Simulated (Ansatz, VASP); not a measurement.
KI in VASP and in Ansatz

```xyz
2
Lattice="0.0000 3.7008 3.5246 3.7008 0.0000 3.5246 3.7008 3.7008 0.0000" Properties=species:S:1:pos:R:3 pbc="T T T"
K     0.0000    0.0000    0.0000
I     3.7008    3.7008    3.5246
```

Change from the starting cell: strain +0.050 along x and y, +0.000 along z, atoms carried along.

Alike in both runs: task single point; functional PBE; k mesh 6 × 6 × 6; occupations gaussian, width 0.05 eV; no spin polarisation.

|  | VASP | Ansatz |
| --- | --- | --- |
| version | VASP 6.6.1 | Ansatz 0.2.0 |
| potentials or method | VASP PAW PBE potentials, release 64 (K_sv, I), cutoff 520 eV | scalar-relativistic, plane waves, PAW |
| valence electrons in the cell | 16 | 26 |

VASP gave:

| Property | Result |
| --- | --- |
| gap on the k mesh at the Fermi level (eV) | 3.76 |
| least direct gap on the mesh (eV) | 3.76 |
| pressure (GPa) | -0.3 |
| traceless stress, the component that is largest in VASP (GPa) | 0.59 |

Q: What did Ansatz give for the same quantities?

A: gap on the k mesh at the Fermi level (eV): 3.76; least direct gap on the mesh (eV): 3.76; pressure (GPa): -0.3; traceless stress, the component that is largest in VASP (GPa): 0.58.

The functional is the same, so the differences come from potentials, cutoffs and numerics. VASP's potentials hold 16 valence electrons a cell and Ansatz's 26, so a difference there can come from the potentials and not from the codes.

Spin-orbit coupling is off throughout.
